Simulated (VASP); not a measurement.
# AlRu in VASP: single point with PBE

Aim: the single point of AlRu with PBE.

All numbers are computed with VASP 6.6.1; they aren't measurements. Logs are shortened: lines on timing, memory, paths and dates and some standing lists are left out, and cuts for length are marked.

### 1 The cell of the first run

The cell holds a wire or tube with vacuum around it, 24 atoms: a = 16.400 Å, b = 15.700 Å, c = 5.203 Å, α = 90.00°, β = 90.00°, γ = 90.00°.

### 2 Single point, PBE

File INCAR:

```
SYSTEM = AlRu
  ALGO = Normal
  EDIFF = 1E-6
  ENCUT = 400
  GGA = PE
  GGA_COMPAT = .False.
  ISIF = 2
  ISMEAR = 0
  LASPH = .True.
  LCHARG = .False.
  LREAL = .False.
  LWAVE = .False.
  NBANDS = 120
  NELM = 120
  PREC = Accurate
  SIGMA = 0.05
```

File KPOINTS:

```
k-points
0
Gamma
  1 1 11
  0 0 0
```

File POSCAR:

```
AlRu
1.0
   16.4000000000      0.0000000000      0.0000000000
    0.0000000000     15.7000000000      0.0000000000
    0.0000000000      0.0000000000      5.2032273731
Al Ru
12 12
Direct
    0.3504375057      0.4323500420      0.0000000000
    0.3504375057      0.7029498739      0.0000000000
    0.2756562586      0.5676499580      0.3333333333
    0.5747812471      0.2970501261      0.0000000000
    0.5747812471      0.5676499580      0.0000000000
    0.5000000000      0.4323500420      0.3333333333
    0.4252187529      0.2970501261      0.6666666667
    0.5000000000      0.7029498739      0.3333333333
    0.4252187529      0.5676499580      0.6666666667
    0.7243437414      0.5676499580      0.3333333333
    0.6495624943      0.4323500420      0.6666666667
    0.6495624943      0.7029498739      0.6666666667
    0.4252187529      0.2970501261      0.1666666667
    0.4252187529      0.5676499580      0.1666666667
    0.3504375057      0.4323500420      0.5000000000
    0.3504375057      0.7029498739      0.5000000000
    0.2756562586      0.5676499580      0.8333333333
    0.6495624943      0.4323500420      0.1666666667
    0.5747812471      0.2970501261      0.5000000000
    0.6495624943      0.7029498739      0.1666666667
    0.5747812471      0.5676499580      0.5000000000
    0.5000000000      0.4323500420      0.8333333333
    0.5000000000      0.7029498739      0.8333333333
    0.7243437414      0.5676499580      0.8333333333
```

Potentials or basis: VASP PAW PBE potentials, release 64 (Al, Ru_pv).

Started as:

```sh
> cat potpaw_PBE.64/Al/POTCAR potpaw_PBE.64/Ru_pv/POTCAR > POTCAR
> mpirun -np 1 vasp_std > vasp.out
```

OUTCAR:

```text
SYSTEM = AlRu
   EDIFF = 1E-6
   ENCUT = 400
   GGA = PE
   ISIF = 2
   ISMEAR = 0
   LASPH = .True.
   LREAL = .False.
   NELM = 120
   PREC = Accurate

 ion  position               nearest neighbor table
   1  0.350  0.432  0.000-  15 2.60  15 2.60  22 2.60  13 2.60  17 2.60  14 2.60   6 3.00   7 3.00
                             3 3.00   9 3.00
   2  0.350  0.703  0.000-  17 2.60  16 2.60  16 2.60  23 2.60  14 2.60   3 3.00   8 3.00   9 3.00

   3  0.276  0.568  0.333-  16 2.60  17 2.60  17 2.60  14 2.60  15 2.60   2 3.00   9 3.00   1 3.00

   4  0.575  0.297  0.000-  13 2.60  22 2.60  19 2.60  19 2.60  18 2.60   7 3.00   6 3.00  11 3.00

   5  0.575  0.568  0.000-  14 2.60  23 2.60  21 2.60  21 2.60  24 2.60  20 2.60  22 2.60  18 2.60
                             9 3.00   8 3.00  10 3.00  12 3.00   6 3.00  11 3.00
   6  0.500  0.432  0.333-  13 2.60  19 2.60  22 2.60  22 2.60  18 2.60  15 2.60  14 2.60  21 2.60
                             4 3.00   7 3.00   1 3.00  11 3.00   5 3.00   9 3.00
   7  0.425  0.297  0.667-  19 2.60  22 2.60  13 2.60  13 2.60  15 2.60   4 3.00   6 3.00   1 3.00

   8  0.500  0.703  0.333-  14 2.60  21 2.60  23 2.60  23 2.60  20 2.60  16 2.60   5 3.00   9 3.00
                             2 3.00  12 3.00
   9  0.425  0.568  0.667-  21 2.60  23 2.60  14 2.60  14 2.60  17 2.60  16 2.60  22 2.60  15 2.60
                             5 3.00   8 3.00   2 3.00   3 3.00   6 3.00   1 3.00
  10  0.724  0.568  0.333-  20 2.60  24 2.60  24 2.60  21 2.60  18 2.60  12 3.00   5 3.00  11 3.00

  11  0.650  0.432  0.667-  18 2.60  18 2.60  22 2.60  19 2.60  24 2.60  21 2.60   4 3.00   6 3.00
                            10 3.00   5 3.00
  12  0.650  0.703  0.667-  24 2.60  20 2.60  20 2.60  23 2.60  21 2.60  10 3.00   5 3.00   8 3.00

  13  0.425  0.297  0.167-   4 2.60   6 2.60   7 2.60   7 2.60   1 2.60  19 3.00  22 3.00  15 3.00

  14  0.425  0.568  0.167-   5 2.60   8 2.60   9 2.60   9 2.60   3 2.60   2 2.60   6 2.60   1 2.60
                            21 3.00  23 3.00  16 3.00  17 3.00  22 3.00  15 3.00
  15  0.350  0.432  0.500-   1 2.60   1 2.60   6 2.60   7 2.60   3 2.60   9 2.60  22 3.00  13 3.00
                            17 3.00  14 3.00
  16  0.350  0.703  0.500-   3 2.60   2 2.60   2 2.60   8 2.60   9 2.60  17 3.00  23 3.00  14 3.00

  17  0.276  0.568  0.833-   2 2.60   3 2.60   3 2.60   9 2.60   1 2.60  16 3.00  14 3.00  15 3.00

  18  0.650  0.432  0.167-  11 2.60  11 2.60   6 2.60   4 2.60  10 2.60   5 2.60  19 3.00  22 3.00
                            24 3.00  21 3.00
  19  0.575  0.297  0.500-   7 2.60   6 2.60   4 2.60   4 2.60  11 2.60  13 3.00  22 3.00  18 3.00

  20  0.650  0.703  0.167-  10 2.60  12 2.60  12 2.60   8 2.60   5 2.60  24 3.00  21 3.00  23 3.00

  21  0.575  0.568  0.500-   9 2.60   8 2.60   5 2.60   5 2.60  10 2.60  12 2.60   6 2.60  11 2.60
                            14 3.00  23 3.00  24 3.00  20 3.00  22 3.00  18 3.00
  22  0.500  0.432  0.833-   7 2.60   4 2.60   6 2.60   6 2.60  11 2.60   1 2.60   9 2.60   5 2.60
                            19 3.00  13 3.00  15 3.00  18 3.00  21 3.00  14 3.00
  23  0.500  0.703  0.833-   9 2.60   5 2.60   8 2.60   8 2.60  12 2.60   2 2.60  21 3.00  14 3.00
                            16 3.00  20 3.00
  24  0.724  0.568  0.833-  12 2.60  10 2.60  10 2.60   5 2.60  11 2.60  20 3.00  21 3.00  18 3.00

  LATTYP: Found a simple orthorhombic cell.
 ALAT       =     5.2032273731
 B/A-ratio  =     3.0173580500
 C/A-ratio  =     3.1518899375

  Lattice vectors:

 A1 = (   0.0000000000,   0.0000000000,  -5.2032273731)
 A2 = (   0.0000000000,  15.7000000000,   0.0000000000)
 A3 = (  16.4000000000,   0.0000000000,   0.0000000000)

Analysis of symmetry for initial positions (statically):
=====================================================================
 Subroutine PRICEL returns:
 Original cell was already a primitive cell.

 Routine SETGRP: Setting up the symmetry group for a
 simple orthorhombic supercell.

 Subroutine GETGRP returns: Found  2 space group operations
 (whereof  1 operations were pure point group operations)
 out of a pool of  8 trial point group operations.

The static configuration has the point symmetry C_1 .
 The point group associated with its full space group is C_2 .

Analysis of symmetry for dynamics (positions and initial velocities):
=====================================================================
 Subroutine PRICEL returns:
 Original cell was already a primitive cell.

 Routine SETGRP: Setting up the symmetry group for a
 simple orthorhombic supercell.

 Subroutine GETGRP returns: Found  2 space group operations
 (whereof  1 operations were pure point group operations)
 out of a pool of  8 trial point group operations.

The dynamic configuration has the point symmetry C_1 .
 The point group associated with its full space group is C_2 .

 Subroutine INISYM returns: Found  2 space group operations
 (whereof  1 operations are pure point group operations),
 and found     1 'primitive' translations

----------------------------------------------------------------------------------------

                                     Primitive cell

  volume of cell :    1339.7270

  direct lattice vectors                    reciprocal lattice vectors
    16.400000000  0.000000000  0.000000000     0.060975610  0.000000000  0.000000000
     0.000000000 15.700000000  0.000000000     0.000000000  0.063694268  0.000000000
     0.000000000  0.000000000  5.203227373     0.000000000  0.000000000  0.192188411

  length of vectors
    16.400000000 15.700000000  5.203227373     0.060975610  0.063694268  0.192188411

  position of ions in fractional coordinates (direct lattice)
     0.350437506  0.432350042  0.000000000
     0.350437506  0.702949874  0.000000000
     0.275656259  0.567649958  0.333333333
     0.574781247  0.297050126  0.000000000
     0.574781247  0.567649958  0.000000000
     0.500000000  0.432350042  0.333333333
[... 16 lines left out ...]
     0.500000000  0.702949874  0.833333333
     0.724343741  0.567649958  0.833333333

  ion indices of the primitive-cell ions
   primitive index   ion index
                 1           1
                 2           2
                 3           3
                 4           4
                 5           5
                 6           6
[... 16 lines left out ...]
                23          23
                24          24

----------------------------------------------------------------------------------------

 KPOINTS: k-points

Automatic generation of k-mesh.
 Grid dimensions read from file:
 generate k-points for:    1    1   11

 Generating k-lattice:

  Cartesian coordinates                     Fractional coordinates (reciprocal lattice)
     0.060975610  0.000000000  0.000000000     1.000000000  0.000000000  0.000000000
     0.000000000  0.063694268  0.000000000     0.000000000  1.000000000  0.000000000
     0.000000000  0.000000000  0.017471674     0.000000000  0.000000000  0.090909091

  Length of vectors
     0.060975610  0.063694268  0.017471674

  Shift w.r.t. Gamma in fractional coordinates (k-lattice)
     0.000000000  0.000000000  0.000000000

 Subroutine IBZKPT returns following result:
 ===========================================

 Found      6 irreducible k-points:

 Following reciprocal coordinates:
            Coordinates               Weight
  0.000000  0.000000  0.000000      1.000000
  0.000000  0.000000  0.090909      2.000000
  0.000000  0.000000  0.181818      2.000000
  0.000000  0.000000  0.272727      2.000000
  0.000000  0.000000  0.363636      2.000000
  0.000000  0.000000  0.454545      2.000000
   k-points           NKPTS =      6   k-points in BZ     NKDIM =      6   number of bands    NBANDS=    120
   number of dos      NEDOS =    301   number of ions     NIONS =     24
   total plane-waves  NPLWV = 419904
   dimension x,y,z NGX =   108 NGY =  108 NGZ =   36
   dimension x,y,z NGXF=   216 NGYF=  216 NGZF=   72
   ions per type =              12  12
   NGX,Y,Z   is equivalent  to a cutoff of  10.95, 11.44, 11.50 a.u.
   NGXF,Y,Z  is equivalent  to a cutoff of  21.90, 22.87, 23.00 a.u.
 SYSTEM =  AlRu
   PREC   = accura    normal or accurate (medium, high low for compatibility)
   ISTART =      0    job   : 0-new  1-cont  2-samecut
   ICHARG =      2    charge: 1-file 2-atom 10-const
   ISPIN  =      1    spin polarized calculation?
   LNONCOLLINEAR =      F non collinear calculations
   LSORBIT =      F    spin-orbit coupling
   LASPH  =      T    aspherical Exc in radial PAW
   ENCUT  =  400.0 eV  29.40 Ry    5.42 a.u.  26.74 25.60  8.49*2*pi/ulx,y,z
   NELM   =    120;   NELMIN=  2; NELMDL= -5     # of ELM steps
   EDIFF  = 0.1E-05   stopping-criterion for ELM
   LREAL  =      F    real-space projection
[... 7 lines left out ...]
   TEBEG  =    0.0;   TEEND  =   0.0 temperature during run
   PSTRESS=    0.0 pullay stress
   NELECT =     204.0000    total number of electrons
   NUPDOWN=      -1.0000    fix difference up-down
   EMIN   =  10.00;   EMAX   =-10.00  energy-range for DOS
   EFERMI =   0.00;   METHOD = LEGACY
   ISMEAR =     0;   SIGMA  =   0.05  broadening in eV -4-tet -1-fermi 0-gaus
   EFERMI_NEDOS =   21; number of points for ismear=-14 and -15
   IALGO  =     38    algorithm
   IMIX   =      4    mixing-type and parameters
     AMIX     =   0.40;   BMIX     =  1.00
     AMIX_MAG =   1.60;   BMIX_MAG =  1.00
  volume/ion in A,a.u.               =      55.82       376.71
  Fermi-wavevector in a.u.,A,eV,Ry     =   0.874204  1.652006 10.398016  0.764233
  Thomas-Fermi vector in A             =   1.993702
   LORBIT       =      0    0 simple, 1 ext, 2 COOP (PROOUT), +10 PAW based schemes
   GGA     = PE    functional components
   LHFCALC =     F    Hartree Fock is set to
   AEXX    =    0.0000 exact exchange contribution
   IVDW    =     0    specifies the selected vdW correction
   LEPSILON=     F    determine dielectric tensor
   LRPA    =     F    only Hartree local field effects (RPA)
 non-spin polarized calculation
 Gauss-broadening in eV      SIGMA  =   0.05
  energy-cutoff  :      400.00
  volume of cell :     1339.73
 maximum number of plane-waves:     24381
 NGX is ok and might be reduce to   108
   NGX = 53   NGY = 51   NGZ = 17

 number of electron     204.0000055 magnetization

 Free energy of the ion-electron system (eV)
  ---------------------------------------------------
  ext. energy  EPLUGINS =         0.00000000
  ---------------------------------------------------
  free energy    TOTEN  =      -147.93045361 eV

  energy without entropy =     -147.88938024  energy(sigma->0) =     -147.90991692

 E-fermi :  -0.6894     XC(G=0):  -4.3974

 val. band max:       -0.6957474245   @ k =   0.0000   0.0000   0.2727
 cond. band min:      -0.6839978422   @ k =   0.0000   0.0000   0.2727
 fundamental gap:      0.0117495823
 Fermi energy:        -0.6893679432

 k-point     1 :       0.0000    0.0000    0.0000
  band No.  band energies     occupation
      1     -42.6870      2.00000
      2     -42.6865      2.00000
      3     -42.6863      2.00000
      4     -42.6719      2.00000
      5     -42.6544      2.00000
      6     -42.6543      2.00000
[... 106 lines left out ...]
    113       0.1154      0.00000
    114       0.1161      0.00000
[... 583 lines left out ...]
    113       0.5590      0.00000
    114       0.8480      0.00000
 [bands above 114 left out]

------------------------ aborting loop because EDIFF is reached ----------------------------------------

  FORCE on cell =-STRESS in cart. coord.  units (eV):
  Direction    XX          YY          ZZ          XY          YZ          ZX
  --------------------------------------------------------------------------------------
  -------------------------------------------------------------------------------------
  Total      -18.4598177    -18.4585992    -32.2285795      0.0000000      0.0000000     -0.0049643
  in kB      -22.0760661    -22.0746089    -38.5421061      0.0000000      0.0000000     -0.0059368
  external PRESSURE =     -27.5642603 kB  Pullay stress =       0.0000000 kB

 VOLUME and BASIS-vectors are now :
 -----------------------------------------------------------------------------
  energy-cutoff  :      400.00
  volume of cell :     1339.73
      direct lattice vectors                 reciprocal lattice vectors
    16.400000000  0.000000000  0.000000000     0.060975610  0.000000000  0.000000000
     0.000000000 15.700000000  0.000000000     0.000000000  0.063694268  0.000000000
     0.000000000  0.000000000  5.203227373     0.000000000  0.000000000  0.192188411

 POSITION                                       TOTAL-FORCE (eV/Angst)
 -----------------------------------------------------------------------------------
      5.74718      6.78790      0.00000         0.158158      0.091159     -0.000170
      5.74718     11.03631      0.00000         0.198088     -0.485795      0.045568
      4.52076      8.91210      1.73441         0.519752      0.071074     -0.045781
      9.42641      4.66369      0.00000        -0.320651      0.414739     -0.045851
      9.42641      8.91210      0.00000         0.136834      0.078958     -0.000049
      8.20000      6.78790      1.73441         0.000000     -0.158264      0.000000
[... 16 lines left out ...]
      8.20000     11.03631      4.33602         0.000000     -0.259178      0.000000
     11.87924      8.91210      4.33602        -0.862570      0.093275     -0.158417
 -----------------------------------------------------------------------------------
    total drift:                               -0.000000      0.001572     -0.000000

  FREE ENERGIE OF THE ION-ELECTRON SYSTEM (eV)
  ---------------------------------------------------
  free  energy   TOTEN  =      -147.9304536120 eV

  energy  without entropy=     -147.8893802359  energy(sigma->0) =     -147.90991692
```

Run time: 45 min. Hardware: 1 thread of Oxide Virtual Turin-like, shared host; peak memory 0.98 GiB.

Results:

```
Free energy            : -147.9305 eV
Largest force          : 0.882 eV/Å
Band gap on the k mesh : zero (bands 102 and 103 overlap by 0.11 eV)
```

Forces on the atoms (eV/Å):
```
Al   0.158  0.091  0.000
Al   0.198 -0.486  0.046
Al   0.520  0.071 -0.046
Al  -0.321  0.415 -0.046
Al   0.137  0.079  0.000
Al   0.000 -0.158  0.000
Al   0.321  0.415  0.046
Al   0.000 -0.182  0.000
Al  -0.137  0.079  0.000
Al  -0.520  0.071  0.046
Al  -0.158  0.091  0.000
Al  -0.198 -0.486 -0.046
Ru   0.512  0.700 -0.158
Ru   0.355 -0.204  0.001
Ru   0.225  0.129  0.000
Ru   0.351 -0.793 -0.158
Ru   0.863  0.093  0.158
Ru  -0.225  0.129  0.000
Ru  -0.512  0.700  0.158
Ru  -0.351 -0.793  0.158
Ru  -0.355 -0.204 -0.001
Ru   0.000  0.409  0.000
Ru   0.000 -0.259  0.000
Ru  -0.863  0.093 -0.158
```
